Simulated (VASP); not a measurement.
# C (P-1) in VASP: notebook

The runs below take C through single point, with PBEsol.

Program: VASP 6.6.1. These are calculated values, not measurements. Logs are shortened: lines on timing, memory, paths and dates and some standing lists are left out, and cuts for length are marked.

## 1. The cell of the first run

The typed cell holds 6 atoms: a = 2.459 Å, b = 2.459 Å, c = 11.078 Å, α = 78.26°, β = 79.34°, γ = 60.00°.

## 2. Single point, PBEsol (layers slid over each other)

INCAR reads:

```
PREC = Accurate
ENCUT = 520
EDIFF = 1E-6
ISMEAR = 0
SIGMA = 0.05
LREAL = False
LASPH = True
NELM = 100
ALGO = Normal
ISIF = 2
LWAVE = False
LCHARG = True
GGA = PS
LELF = True
LVHAR = True
NBANDS = 21
```

KPOINTS reads:

```
Automatic mesh
0
Gamma
  15 15 3
```

POSCAR reads:

```
C
1.0
   -2.4589102530      0.0000000000      0.0000000000
   -1.2294551265     -2.1294787447      0.0000000000
   -2.0490918775     -1.4196524965     10.7943044874
C
6
Direct
    0.5833551990      0.5555847098      0.1666229354
    0.5833551990     -0.5555264014      0.8332896020
    0.0833551990      0.0000291542      0.4999562687
    0.2499948010      0.1111041791      0.8333437313
    0.7499948010      0.6666597347      0.5000103980
    0.2499948010      0.2222152902      0.1666770646
```

Potentials or basis: VASP PAW PBE potentials, release 64 (C).

The run is started by

```
$ cat potpaw_PBE.64/C/POTCAR > POTCAR
$ mpirun -np 1 vasp_std > vasp.out
```

OUTCAR:

```text
PREC = Accurate
   ENCUT = 520
   EDIFF = 1E-6
   ISMEAR = 0
   LREAL = False
   LASPH = True
   NELM = 100
   ISIF = 2
   GGA = PS

 ion  position               nearest neighbor table
   1  0.583  0.556  0.167-   6 1.42   6 1.42   6 1.42
   2  0.583  0.444  0.833-   4 1.42   4 1.42   4 1.42
   3  0.083  0.000  0.500-   5 1.42   5 1.42   5 1.42
   4  0.250  0.111  0.833-   2 1.42   2 1.42   2 1.42
   5  0.750  0.667  0.500-   3 1.42   3 1.42   3 1.42
   6  0.250  0.222  0.167-   1 1.42   1 1.42   1 1.42

  LATTYP: Found a triclinic cell.
 ALAT       =     4.2589574894
 B/A-ratio  =     0.5773502692
 C/A-ratio  =     2.9039493477
 COS(alpha) =     0.0165679620
 COS(beta)  =     0.2582689676
 COS(gamma) =     0.8660254038

  Lattice vectors:

 A1 = (  -3.6883653795,   2.1294787447,   0.0000000000)
 A2 = (  -1.2294551265,   2.1294787447,   0.0000000000)
 A3 = (  -5.3276388815,  -2.8393049929, -10.7943044874)

Analysis of symmetry for initial positions (statically):
=====================================================================
 Subroutine PRICEL returns:
 Original cell was already a primitive cell.

 Routine SETGRP: Setting up the symmetry group for a
 triclinic supercell.

 Subroutine GETGRP returns: Found  2 space group operations
 (whereof  1 operations were pure point group operations)
 out of a pool of  2 trial point group operations.

The static configuration has the point symmetry C_1 .
 The point group associated with its full space group is S_2 .

Analysis of symmetry for dynamics (positions and initial velocities):
=====================================================================
 Subroutine PRICEL returns:
 Original cell was already a primitive cell.

 Routine SETGRP: Setting up the symmetry group for a
 triclinic supercell.

 Subroutine GETGRP returns: Found  2 space group operations
 (whereof  1 operations were pure point group operations)
 out of a pool of  2 trial point group operations.

The dynamic configuration has the point symmetry C_1 .
 The point group associated with its full space group is S_2 .

 Subroutine INISYM returns: Found  2 space group operations
 (whereof  1 operations are pure point group operations),
 and found     1 'primitive' translations

----------------------------------------------------------------------------------------

                                     Primitive cell

  volume of cell :      56.5211

  direct lattice vectors                    reciprocal lattice vectors
    -2.458910253  0.000000000  0.000000000    -0.406684221  0.234799244 -0.046320724
    -1.229455126 -2.129478745  0.000000000     0.000000000 -0.469598489 -0.061760965
    -2.049091877 -1.419652496 10.794304487     0.000000000  0.000000000  0.092641448

  length of vectors
     2.458910253  2.458910253 11.078411443     0.471877473  0.473642436  0.092641448

  position of ions in fractional coordinates (direct lattice)
     0.583355199  0.555584710  0.166622935
     0.583355199  0.444473599  0.833289602
     0.083355199  0.000029154  0.499956269
     0.249994801  0.111104179  0.833343731
     0.749994801  0.666659735  0.500010398
     0.249994801  0.222215290  0.166677065

  ion indices of the primitive-cell ions
   primitive index   ion index
                 1           1
                 2           2
                 3           3
                 4           4
                 5           5
                 6           6

----------------------------------------------------------------------------------------

 KPOINTS: Automatic mesh

Automatic generation of k-mesh.
 Grid dimensions read from file:
 generate k-points for:   15   15    3

 Generating k-lattice:

  Cartesian coordinates                     Fractional coordinates (reciprocal lattice)
    -0.027112281  0.015653283 -0.003088048     0.066666667  0.000000000  0.000000000
     0.000000000 -0.031306566 -0.004117398     0.000000000  0.066666667  0.000000000
     0.000000000  0.000000000  0.030880483     0.000000000  0.000000000  0.333333333

  Length of vectors
     0.031458498  0.031576162  0.030880483

  Shift w.r.t. Gamma in fractional coordinates (k-lattice)
     0.000000000  0.000000000  0.000000000

 Subroutine IBZKPT returns following result:
 ===========================================

 Found    338 irreducible k-points:

 Following reciprocal coordinates:
            Coordinates               Weight
  0.000000  0.000000  0.000000      1.000000
  0.066667  0.000000  0.000000      2.000000
  0.133333  0.000000 -0.000000      2.000000
  0.200000  0.000000 -0.000000      2.000000
  0.266667  0.000000 -0.000000      2.000000
  0.333333  0.000000 -0.000000      2.000000
[... 16 lines left out ...]
 -0.066667  0.066667 -0.000000      2.000000
  0.000000  0.133333 -0.000000      2.000000
 [... further k-points ...]
   k-points           NKPTS =    338   k-points in BZ     NKDIM =    338   number of bands    NBANDS=     21
   number of dos      NEDOS =    301   number of ions     NIONS =      6
   total plane-waves  NPLWV =  27216
   dimension x,y,z NGX =    18 NGY =   18 NGZ =   84
   dimension x,y,z NGXF=    36 NGYF=   36 NGZF=  168
   ions per type =               6
   NGX,Y,Z   is equivalent  to a cutoff of  12.17, 12.17, 12.61 a.u.
   NGXF,Y,Z  is equivalent  to a cutoff of  24.34, 24.34, 25.21 a.u.
 SYSTEM =  unknown system
   PREC   = accura    normal or accurate (medium, high low for compatibility)
   ISTART =      0    job   : 0-new  1-cont  2-samecut
   ICHARG =      2    charge: 1-file 2-atom 10-const
   ISPIN  =      1    spin polarized calculation?
   LNONCOLLINEAR =      F non collinear calculations
   LSORBIT =      F    spin-orbit coupling
   LASPH  =      T    aspherical Exc in radial PAW
   ENCUT  =  520.0 eV  38.22 Ry    6.18 a.u.   4.57  4.57 20.60*2*pi/ulx,y,z
   NELM   =    100;   NELMIN=  2; NELMDL= -5     # of ELM steps
   EDIFF  = 0.1E-05   stopping-criterion for ELM
   LREAL  =      F    real-space projection
   EDIFFG = 0.1E-04   stopping-criterion for IOM
   NSW    =      0    number of steps for IOM
   IBRION =     -1    ionic relax: 0-MD 1-quasi-New 2-CG
   NFREE  =      0    steps in history (QN), initial steepest desc. (CG)
   ISIF   =      2    stress and relaxation
   ISYM   =      2    0-nonsym 1-usesym 2-fastsym
   POTIM  = 0.5000    time-step for ionic-motion
   TEBEG  =    0.0;   TEEND  =   0.0 temperature during run
   PSTRESS=    0.0 pullay stress
   NELECT =      24.0000    total number of electrons
   NUPDOWN=      -1.0000    fix difference up-down
   EMIN   =  10.00;   EMAX   =-10.00  energy-range for DOS
   EFERMI =   0.00;   METHOD = LEGACY
   ISMEAR =     0;   SIGMA  =   0.05  broadening in eV -4-tet -1-fermi 0-gaus
   EFERMI_NEDOS =   21; number of points for ismear=-14 and -15
   IALGO  =     38    algorithm
   IMIX   =      4    mixing-type and parameters
     AMIX     =   0.40;   BMIX     =  1.00
     AMIX_MAG =   1.60;   BMIX_MAG =  1.00
  volume/ion in A,a.u.               =       9.42        63.57
  Fermi-wavevector in a.u.,A,eV,Ry     =   1.230481  2.325273 20.600367  1.514084
  Thomas-Fermi vector in A             =   2.365328
   LORBIT       =      0    0 simple, 1 ext, 2 COOP (PROOUT), +10 PAW based schemes
   GGA     = PS    functional components
   LHFCALC =     F    Hartree Fock is set to
   AEXX    =    0.0000 exact exchange contribution
   IVDW    =     0    specifies the selected vdW correction
   LEPSILON=     F    determine dielectric tensor
   LRPA    =     F    only Hartree local field effects (RPA)
 non-spin polarized calculation
 Gauss-broadening in eV      SIGMA  =   0.05
  energy-cutoff  :      520.00
  volume of cell :       56.52
 maximum number of plane-waves:      1552
   NGX =  9   NGY =  9   NGZ = 41

 number of electron      23.9999999 magnetization

 Free energy of the ion-electron system (eV)
  ---------------------------------------------------
  ext. energy  EPLUGINS =         0.00000000
  ---------------------------------------------------
  free energy    TOTEN  =       -57.86609752 eV

  energy without entropy =      -57.86600462  energy(sigma->0) =      -57.86605107

 E-fermi :   4.0515     XC(G=0): -10.0670

 val. band max:        3.9901478553   @ k =  -0.3333   0.3333   0.3333
 cond. band min:       4.1126646270   @ k =  -0.3333   0.3333   0.3333
 fundamental gap:      0.1225167717
 Fermi energy:         4.0514992789

 k-point     1 :       0.0000    0.0000    0.0000
  band No.  band energies     occupation
      1     -15.5694      2.00000
      2     -15.4392      2.00000
      3     -15.4391      2.00000
      4      -3.9975      2.00000
      5      -3.9972      2.00000
      6      -2.9147      2.00000
[... 13 lines left out ...]
     20      12.4203      0.00000
     21      12.4279      0.00000

 k-point     2 :       0.0667    0.0000    0.0000
  band No.  band energies     occupation
      1     -15.4629      2.00000
      2     -15.3392      2.00000
      3     -15.3285      2.00000
      4      -3.9065      2.00000
      5      -3.8301      2.00000
      6      -2.7936      2.00000
[... 13 lines left out ...]
     20      12.8622      0.00000
     21      12.8841      0.00000

 k-point     3 :       0.1333    0.0000   -0.0000
  band No.  band energies     occupation
      1     -15.1443      2.00000
      2     -15.0293      2.00000
      3     -15.0084      2.00000
      4      -3.5584      2.00000
      5      -3.4079      2.00000
      6      -2.4324      2.00000
[... 13 lines left out ...]
     20      14.1183      0.00000
     21      14.1392      0.00000
[... 457 lines left out ...]
 k-point    23 :      -0.0667    0.0667   -0.0000
  band No.  band energies     occupation
      1     -15.2510      2.00000
      2     -15.1253      2.00000
      3     -15.1217      2.00000
      4      -3.6265      2.00000
      5      -3.6012      2.00000
      6      -2.5466      2.00000
[... 13 lines left out ...]
     20      13.5555      0.00000
     21      13.5809      0.00000

 k-point    24 :       0.0000    0.1333   -0.0000
  band No.  band energies     occupation
      1     -15.1437      2.00000
      2     -15.0331      2.00000
      3     -15.0053      2.00000
      4      -3.5804      2.00000
      5      -3.3801      2.00000
      6      -2.4387      2.00000
[... 13 lines left out ...]
     20      14.1182      0.00000
     21      14.1345      0.00000

 [... further k-points ...]

------------------------ aborting loop because EDIFF is reached ----------------------------------------

  FORCE on cell =-STRESS in cart. coord.  units (eV):
  Direction    XX          YY          ZZ          XY          YZ          ZX
  --------------------------------------------------------------------------------------
  -------------------------------------------------------------------------------------
  Total        0.3417775      0.3471490     -0.0024651      0.0114666     -0.0183571     -0.0086933
  in kB        9.6882078      9.8404694     -0.0698783      0.3250387     -0.5203609     -0.2464236
  external PRESSURE =       6.4862663 kB  Pullay stress =       0.0000000 kB

 VOLUME and BASIS-vectors are now :
 -----------------------------------------------------------------------------
  energy-cutoff  :      520.00
  volume of cell :       56.52
      direct lattice vectors                 reciprocal lattice vectors
    -2.458910253  0.000000000  0.000000000    -0.406684221  0.234799244 -0.046320724
    -1.229455126 -2.129478745  0.000000000     0.000000000 -0.469598489 -0.061760965
    -2.049091877 -1.419652496 10.794304487     0.000000000  0.000000000  0.092641448

 POSITION                                       TOTAL-FORCE (eV/Angst)
 -----------------------------------------------------------------------------------
     -2.45891     -1.41965      1.79858        -0.000329     -0.001958      0.008056
     -3.68837     -2.12948      8.99478         0.002726      0.001178      0.002946
     -1.22946     -0.70983      5.39668        -0.000069     -0.000855     -0.000907
     -2.45891     -1.41965      8.99537         0.000329      0.001958     -0.008056
     -3.68837     -2.12948      5.39726         0.000069      0.000855      0.000907
     -1.22946     -0.70983      1.79916        -0.002726     -0.001178     -0.002946
 -----------------------------------------------------------------------------------
    total drift:                               -0.000000      0.000000     -0.000002

  FREE ENERGIE OF THE ION-ELECTRON SYSTEM (eV)
  ---------------------------------------------------
  free  energy   TOTEN  =       -57.8660975218 eV

  energy  without entropy=      -57.8660046155  energy(sigma->0) =      -57.86605107
```

Wall time 2.2 min (1 thread of AMD EPYC 9R45 (Zen 5), shared host); peak memory 0.34 GiB.

What came out:

- Free energy: -57.8661 eV
- Pressure: 0.6 GPa
- Largest force: 0.008 eV/Å

Forces on the atoms (eV/Å):
```
C    0.000 -0.002  0.008
C    0.003  0.001  0.003
C    0.000 -0.001 -0.001
C    0.000  0.002 -0.008
C    0.000  0.001  0.001
C   -0.003 -0.001 -0.003
```

Stress tensor (GPa, compression positive):
```
 0.97  0.03 -0.02
 0.03  0.98 -0.05
-0.02 -0.05 -0.01
```

Caveat: the cell differs from its parent crystal (layers slid over each other); this functional lacks dispersion, which binds the layers, so the pressure and a relaxed spacing across them are unreliable; the PAW data sets were made with another functional, which shifts forces and pressure a little.

## 3. Single point, PBEsol

This run uses another cell than the first one, of the same volume but with other edges.

INCAR reads:

```
PREC = Accurate ; ENCUT = 520
EDIFF = 1E-6 ; ISMEAR = 0
SIGMA = 0.05 ; LREAL = F
LASPH = T ; NELM = 80
ALGO = Normal ; ISIF = 2
LWAVE = F ; LCHARG = T
GGA = PS ; LELF = T
LVHAR = T ; NBANDS = 21
```

KPOINTS reads:

```
Automatic mesh
0
Gamma
  15 15 3
  0.5 0.5 0.5
```

POSCAR reads:

```
C
1.0
   -2.4589102530      0.0000000000      0.0000000000
   -1.2294551265     -2.1294787447      0.0000000000
   -0.2049091877     -0.3549131241     10.7943044874
C
6
Direct
    0.6666666667      0.6388961774      0.1666229354
    1.0000000000     -0.1388816003      0.8332896020
    0.3333333333      0.2500072886      0.4999562687
    0.6666666667      0.5277760448      0.8333437313
    1.0000000000      0.9166649337      0.5000103980
    0.3333333333      0.3055538226      0.1666770646
```

Potentials or basis: VASP PAW PBE potentials, release 64 (C).

The run is started by

```
$ cat potpaw_PBE.64/C/POTCAR > POTCAR
$ mpirun -np 1 vasp_std > vasp.out
```

OUTCAR:

```text
PREC = Accurate
   ENCUT = 520
   EDIFF = 1E-6
   ISMEAR = 0
   LREAL = F
   LASPH = T
   NELM = 80
   ISIF = 2
   GGA = PS

 ion  position               nearest neighbor table
   1  0.667  0.639  0.167-   6 1.42   6 1.42   6 1.42
   2  0.000  0.861  0.833-   4 1.42   4 1.42   4 1.42
   3  0.333  0.250  0.500-   5 1.42   5 1.42   5 1.42
   4  0.667  0.528  0.833-   2 1.42   2 1.42   2 1.42
   5  0.000  0.917  0.500-   3 1.42   3 1.42   3 1.42
   6  0.333  0.306  0.167-   1 1.42   1 1.42   1 1.42

  LATTYP: Found a base centered monoclinic cell.
 ALAT       =     2.4589102530
 B/A-ratio  =     1.7320508076
 C/A-ratio  =     4.3930360165
 COS(beta)  =    -0.0379388346

  Lattice vectors:

 A1 = (   2.4589102530,   0.0000000000,   0.0000000000)
 A2 = (  -1.2294551265,   2.1294787447,   0.0000000000)
 A3 = (  -0.2049091877,  -0.3549131241,  10.7943044874)

Analysis of symmetry for initial positions (statically):
=====================================================================
 Subroutine PRICEL returns:
[... 182 lines left out ...]

 val. band max:        3.8161077068   @ k =   0.3000  -0.3667   0.1667
 cond. band min:       4.3677081437   @ k =  -0.3667   0.3000   0.1667
 fundamental gap:      0.5516004369
 Fermi energy:         4.0588024528

 k-point     1 :       0.0333    0.0333    0.1667
  band No.  band energies     occupation
      1     -15.5372      2.00000
      2     -15.4398      2.00000
      3     -15.3886      2.00000
      4      -4.1257      2.00000
      5      -3.7604      2.00000
      6      -2.9300      2.00000
[... 565 lines left out ...]
     20      12.3850      0.00000
     21      13.5933      0.00000

 [... further k-points ...]

------------------------ aborting loop because EDIFF is reached ----------------------------------------

  FORCE on cell =-STRESS in cart. coord.  units (eV):
  Direction    XX          YY          ZZ          XY          YZ          ZX
  --------------------------------------------------------------------------------------
  -------------------------------------------------------------------------------------
  Total        0.3310128      0.3196624      0.0409746      0.0031470      0.0109214      0.0249827
  in kB        9.3830639      9.0613197      1.1614871      0.0892075      0.3095852      0.7081725
  external PRESSURE =       6.5352902 kB  Pullay stress =       0.0000000 kB

 VOLUME and BASIS-vectors are now :
 -----------------------------------------------------------------------------
  energy-cutoff  :      520.00
  volume of cell :       56.52
      direct lattice vectors                 reciprocal lattice vectors
    -2.458910253  0.000000000  0.000000000    -0.406684221  0.234799244  0.000000000
    -1.229455126 -2.129478745  0.000000000     0.000000000 -0.469598489 -0.015440241
    -0.204909188 -0.354913124 10.794304487     0.000000000  0.000000000  0.092641448

 POSITION                                       TOTAL-FORCE (eV/Angst)
 -----------------------------------------------------------------------------------
     -2.45891     -1.41965      1.79858         0.003353      0.002947      0.007706
     -1.22946     -2.12948      8.99478        -0.002438     -0.000389      0.002920
     -1.22946     -0.70983      5.39668         0.000282     -0.000008      0.004461
     -2.45891     -1.41965      8.99537        -0.003353     -0.002947     -0.007706
     -1.22946     -2.12948      5.39726        -0.000282      0.000008     -0.004461
     -1.22946     -0.70983      1.79916         0.002438      0.000389     -0.002920
 -----------------------------------------------------------------------------------
    total drift:                                0.000000      0.000000     -0.000001

  FREE ENERGIE OF THE ION-ELECTRON SYSTEM (eV)
  ---------------------------------------------------
  free  energy   TOTEN  =       -57.8712684174 eV

  energy  without entropy=      -57.8712684174  energy(sigma->0) =      -57.87126842
```

stdout:

```text
POSCAR found type information on POSCAR C
 POSCAR found :  1 types and       6 ions
 scaLAPACK will be used
 -----------------------------------------------------------------------------
|                                                                             |
|                                                                             |
|     You enforced a specific xc type in the INCAR file but a different       |
|     I HOPE YOU KNOW WHAT YOU ARE DOING!                                     |
|                                                                             |
 -----------------------------------------------------------------------------

 LDA part: xc-table for (Slater+PW92), standard interpolation
 POSCAR, INCAR and KPOINTS ok, starting setup
 FFT: planning ... GRIDC
 FFT: planning ... GRID_SOFT
 FFT: planning ... GRID
 WAVECAR not read
 entering main loop
```

Run time: 4 min. Hardware: 1 thread of AMD EPYC 9R45 (Zen 5), shared host; peak memory 0.56 GiB.

What came out:

```yaml
Free_energy: -57.8713 eV
Pressure: 0.7 GPa
Largest_force: 0.009 eV/Å
```

Forces on the atoms (eV/Å):
```
C    0.003  0.003  0.008
C   -0.002  0.000  0.003
C    0.000  0.000  0.004
C   -0.003 -0.003 -0.008
C    0.000  0.000 -0.004
C    0.002  0.000 -0.003
```

Stress tensor (GPa, compression positive):
```
0.94 0.01 0.07
0.01 0.91 0.03
0.07 0.03 0.12
```

Caveat: this functional lacks dispersion, which binds the layers, so the pressure and a relaxed spacing across them are unreliable; the PAW data sets were made with another functional, which shifts forces and pressure a little.
